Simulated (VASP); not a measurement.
Runs of VASP 6.6.1 on Au. The structure is that of space group Fm-3m (No. 225), or close to it. The cells are those of the table. 

```csv
cell,gap on the mesh (eV),pressure (GPa)
"a = 2.919, b = 2.919, c = 2.852 Å, angles 60.8, 60.8, 58.5°, 1 atom",none,7.2
"a = 2.852 Å, angles 60.0°, 1 atom",none,16.3
"a = 2.874, b = 2.874, c = 2.852 Å, angles 60.3, 60.3, 59.5°, 1 atom",none,(a)
"a = 2.896 Å, angles 60.0°, 1 atom",none,7.0
"a = 2.896, b = 2.896, c = 2.940 Å, angles 59.5, 59.5, 61.0°, 1 atom",none,4.5
"a = 2.984 Å, angles 60.0°, 1 atom",none,-5.7
"a = 2.874, b = 2.874, c = 2.896 Å, angles 59.7, 59.7, 60.5°, 1 atom",none,9.9
"a = 3.028 Å, angles 60.0°, 1 atom",none,(b)
"a = 2.896, b = 2.896, c = 2.852 Å, angles 60.5, 60.5, 59.0°, 1 atom",none,9.9
"a = 2.942, b = 2.942, c = 2.852 Å, angles 61.0, 61.0, 58.0°, 1 atom",none,4.7
```

Alike in all rows: task single point; level PBE; potentials or basis VASP PAW PBE potentials, release 64 (Au); no spin polarisation; k mesh 24 × 24 × 24; cutoff (eV) 520; smearing gaussian 0.15 eV.

Estimate the missing entries.

(a) 13.0; (b) -9.7.

Caveats: spin-orbit coupling is left out, which moves the levels of the heavy elements; the cell stands under pressure (at least some runs); the cell stands under tension (at least some runs).

A k mesh can miss the band edges, and the runs leave out spin-orbit coupling on Au.

A gap of «none» marks levels without a gap at the run's occupations.
